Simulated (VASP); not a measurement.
Input of a VASP 6.6.1 run:

File INCAR:

```
SYSTEM = Cd
PREC = Accurate ; ENCUT = 520
EDIFF = 1E-7 ; ISMEAR = 0
SIGMA = 0.1 ; LREAL = .False.
LASPH = .True. ; NELM = 100
ALGO = Normal ; ISIF = 2
LWAVE = .False. ; LCHARG = .False.
GGA = PS ; NBANDS = 12
```

KPOINTS

```
regular mesh
0
Gamma
  14 14 14
  0 0 0
```

Contents of POSCAR:

```
Cd
1.0
   -1.8051450377      1.7959914659      1.7956702879
    1.8085709360     -1.8138346859      1.8169394062
    1.8065368089      1.8152264570     -1.8135135079
Cd
1
Direct
    0.0000000000      0.0000000000      0.0000000000
```

Potentials or basis: VASP PAW PBE potentials, release 64 (Cd).

Command:

```console
$ cat potpaw_PBE.64/Cd/POTCAR > POTCAR
$ mpirun -np 1 vasp_std > vasp.out
```

Question: What does it give for the pressure?

Answer: -3.7 GPa.

Question: Estimate the band gap on the k mesh.

Answer: Zero (band 6 reaches 5.49 eV, above the bottom of band 7 at 1.04 eV).

Stress tensor (GPa, compression positive):
```
-3.64  0.01  0.02
 0.01 -3.74 -0.05
 0.02 -0.05 -3.71
```

Caveat: the cell differs from its parent crystal (the cell strained at random); the PAW data sets were made with another functional, which shifts forces and pressure a little.
